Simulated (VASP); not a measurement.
Crystal: TaTc.

```
Tc Ta
1.0
     4.00500    0.00000    0.00000
     0.00000    4.00500    0.00000
     0.00000    0.00000    4.00500
Tc Ta
2 2
Cartesian
  0.0000 0.0000 0.0000
  0.0000 2.0025 2.0025
  2.0025 0.0000 2.0025
  2.0025 2.0025 0.0000
```

- Program: VASP 6.6.1
- Task: relaxation of cell and atoms
- Functional: LDA
- Potentials or basis: VASP PAW LDA potentials, release 64 (Tc_pv, Ta_pv)
- Cutoff: 600 eV
- k mesh: 6 × 6 × 6
- Occupations: fermi-dirac, width 0.1 eV
- Spin: no spin polarisation

At the start: pressure -5.7 GPa; volume 16.06 Å³/atom.

Where does the relaxation end?

Over 17 steps the energy falls by 594.2 meV/atom and the volume is 15.40 Å³/atom (-4.1 %); space group Pm-3m (No. 221, to 0.05 Å).

Step by step:
```
step  energy change (eV)  largest force (eV/Å)  pressure (GPa)  volume (Å³)
   1              0.0000                0.0000           -5.72        64.24
   2             -0.1921                0.0000           19.04        58.96
   3             -0.1978                0.0000           14.99        59.70
   4             -0.2759                0.0000           17.12        59.29
   5             -0.5297                0.0000           23.82        58.00
   6             -0.9724                0.0000           41.46        55.19
   7              2.2416                0.0000          114.05        48.60
   8             -1.0218                0.0000           47.27        54.44
   9             -1.0018                0.0000           52.44        53.83
  10             -1.0798                0.0000           52.67        53.80
  11             -1.1785                0.0000           54.07        53.66
  12             -1.3265                0.0000           50.16        54.12
  13             -1.7061                0.0000           38.22        55.49
  14             -2.1979                0.0000           18.12        58.32
  15             -2.2816                0.0000          -11.18        64.25
  16             -2.3764                0.0000           -0.86        61.80
  17             -2.3769                0.0000            0.00        61.62
```

Final structure:
```
CELL_PARAMETERS angstrom
3.13355 0.00000 0.00000
0.00000 4.43445 0.00000
0.00000 0.00000 4.43445
ATOMIC_POSITIONS crystal
Tc 0.00000 0.00000 0.00000
Tc 0.00000 0.50000 0.50000
Ta 0.50000 0.00000 0.50000
Ta 0.50000 0.50000 0.00000
```
